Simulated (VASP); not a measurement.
SrO:

```
Sr O
1.0
     0.00000    2.61663    2.61663
     2.61663    0.00000    2.61663
     2.61663    2.61663    0.00000
Sr O
1 1
Direct
  0.50000 0.50000 0.50000
  0.00000 0.00000 0.00000
```

Base run:

```yaml
Program: VASP 6.6.1
Functional: RPBE
Potentials_or_basis: VASP PAW PBE potentials, release 64 (Sr_sv, O)
Cutoff: 520 eV
k_mesh: 9 × 9 × 9
Occupations: fermi-dirac, width 0.05 eV
Spin: no spin polarisation
```

Its results: band gap on the k mesh 3.46 eV, indirect (least direct gap 3.58 eV); pressure 1.5 GPa.

**Question.** After a change of settings the same cell gave: band gap on the k mesh 3.24 eV, indirect (least direct gap 3.37 eV); pressure -4.7 GPa. Which change was it?
A. functional from RPBE to revPBE; dispersion from none to D3(BJ)
B. functional from RPBE to PBEsol; further incar settings from ALGO = Normal; EDIFF = 1e-06; NBANDS = 15 to ALGO = Normal; EDIFF = 1e-07; NBANDS = 15
C. functional from RPBE to r2SCAN
D. functional from RPBE to r2SCAN; dispersion from none to rVV10

**Answer.** B.

Caveats: the PAW data sets were made with another functional, which shifts forces and pressure a little.
